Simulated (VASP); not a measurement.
A run of VASP 6.6.1 is set up as follows.

POSCAR

```
PbF2
1.0
    0.0000000000      3.0589455000      2.9253022500
    3.0589455000      0.0000000000      2.9253022500
    3.0589455000      3.0589455000      0.0000000000
Pb F
1 2
Direct
    0.0000000000      0.0000000000      0.0000000000
    0.2500000000      0.2500000000      0.2500000000
    0.7500000000      0.7500000000      0.7500000000
```

File INCAR.step1:

```
PREC     = Accurate       # precision mode
ENCUT    = 520            # plane-wave cutoff, eV
ISMEAR   = 0              # smearing method
SIGMA    = 0.05           # smearing width, eV
LREAL    = False          # projectors in reciprocal space
LASPH    = True           # aspherical terms in the spheres
NELM     = 60             # most SCF steps
NBANDS   = 21             # bands
GGA      = PE             # functional
ALGO     = Normal         # electronic algorithm
EDIFF    = 1E-4           # SCF threshold, eV
LWAVE    = True           # write WAVECAR
LCHARG   = False          # write CHGCAR
```

File INCAR.step2:

```
PREC     = Accurate       # precision mode
ENCUT    = 520            # plane-wave cutoff, eV
EDIFF    = 1E-6           # SCF threshold, eV
ISMEAR   = 0              # smearing method
SIGMA    = 0.05           # smearing width, eV
LREAL    = False          # projectors in reciprocal space
LASPH    = True           # aspherical terms in the spheres
NELM     = 60             # most SCF steps
ALGO     = Normal         # electronic algorithm
ISIF     = 2              # what is computed and relaxed
LWAVE    = False          # write WAVECAR
LCHARG   = False          # write CHGCAR
METAGGA  = R2SCAN         # meta-GGA
LMIXTAU  = True         
NBANDS   = 21             # bands
ISTART   = 1
```

The input KPOINTS:

```
Automatic mesh
0
Gamma
  8 8 8
```

Potentials or basis: VASP PAW PBE potentials, release 64 (Pb_d, F).

The run is started by

```console
$ cat potpaw_PBE.64/Pb_d/POTCAR potpaw_PBE.64/F/POTCAR > POTCAR
$ cp INCAR.step1 INCAR
$ mpirun -np 1 vasp_std > vasp.out
$ cp INCAR.step2 INCAR
$ mpirun -np 1 vasp_std > vasp.out
```

(1) Predict the band gap on the k mesh.

(2) What does it give for the pressure?

Answers

(1) 4.77 eV, indirect (least direct gap 5.03 eV).

(2) -3.8 GPa.

Caveat: the cell differs from its parent crystal (strain +0.030 along x and y, -0.015 along z); the PAW data sets were made with another functional, which shifts forces and pressure a little; spin-orbit coupling is left out, which moves the levels of the heavy elements.
